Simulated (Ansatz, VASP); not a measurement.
Two plane-wave programs on Pd

```xyz
1
Lattice="0.0000 1.8963 1.9935 1.8963 0.0000 1.9935 1.8963 1.8963 0.0000" Properties=species:S:1:pos:R:3 pbc="T T T"
Pd    0.0000    0.0000    0.0000
```

Change from the starting cell: strain -0.025 along x and y, +0.025 along z, atoms carried along.

Alike in both runs: task single point; functional PBE; k mesh 8 × 8 × 8; occupations gaussian, width 0.15 eV; no spin polarisation.

|  | VASP | Ansatz |
| --- | --- | --- |
| version | VASP 6.6.1 | Ansatz 0.2.0 |
| potentials or method | VASP PAW PBE potentials, release 64 (Pd), cutoff 520 eV | scalar-relativistic, plane waves, PAW |
| valence electrons in the cell | 10 | 18 |

```csv
,VASP,Ansatz,Ansatz less VASP
gap on the k mesh at the Fermi level (eV),none,none,-
pressure (GPa),14.1,14.5,+0.38
"traceless stress, the component that is largest in VASP (GPa)",-2.51,-2.54,-0.030
```

A gap of «none» marks a metal or a gap that the smearing closes. VASP's potentials hold 10 valence electrons a cell and Ansatz's 18, so a difference there can come from the potentials and not from the codes.
